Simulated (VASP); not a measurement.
Input of a VASP 6.6.1 run:

INCAR

```
SYSTEM = NaSnCl3
PREC     = Accurate       ! precision mode
ENCUT    = 520            ! plane-wave cutoff, eV
EDIFF    = 1E-6           ! SCF threshold, eV
ISMEAR   = -1             ! smearing method
SIGMA    = 0.02           ! smearing width, eV
LREAL    = .FALSE.        ! projectors in reciprocal space
LASPH    = .TRUE.         ! aspherical terms in the spheres
NELM     = 100            ! most SCF steps
ALGO     = Normal         ! electronic algorithm
ISIF     = 2              ! what is computed and relaxed
LWAVE    = .FALSE.        ! write WAVECAR
LCHARG   = .FALSE.        ! write CHGCAR
GGA      = PE             ! functional
NBANDS   = 29             ! bands
```

KPOINTS

```
Automatic mesh
0
G
  6 6 6
  0 0 0
```

File POSCAR:

```
NaSnCl3
1.0
    5.5280093351      0.0552800934      0.0000000000
    0.0552800934      5.5280093351      0.0000000000
    0.0000000000      0.0000000000      5.5280093351
Na Sn Cl
1 1 3
Direct
    0.0000000000      0.0000000000      0.0000000000
    0.5000000000      0.5000000000      0.5000000000
    0.5000000000      0.5000000000      0.0000000000
    0.5000000000      0.0000000000      0.5000000000
    0.0000000000      0.5000000000      0.5000000000
```

Potentials or basis: VASP PAW PBE potentials, release 64 (Na_pv, Sn_d, Cl).

Command:

```bash
$ cat potpaw_PBE.64/Na_pv/POTCAR potpaw_PBE.64/Sn_d/POTCAR potpaw_PBE.64/Cl/POTCAR > POTCAR
$ mpirun -np 1 vasp_std > vasp.out
```

**Question.** Predict the pressure.

**Answer.** 0.4 GPa.

**Question.** Predict the band gap on the k mesh.

**Answer.** 0.62 eV (least direct gap 0.75 eV).

Caveat: the cell differs from its parent crystal (shear xy strain +2.0%); semilocal functionals underestimate gaps, and a narrow one can read as zero; spin-orbit coupling is left out, which moves the levels of the heavy elements. A k mesh can miss the band edges.
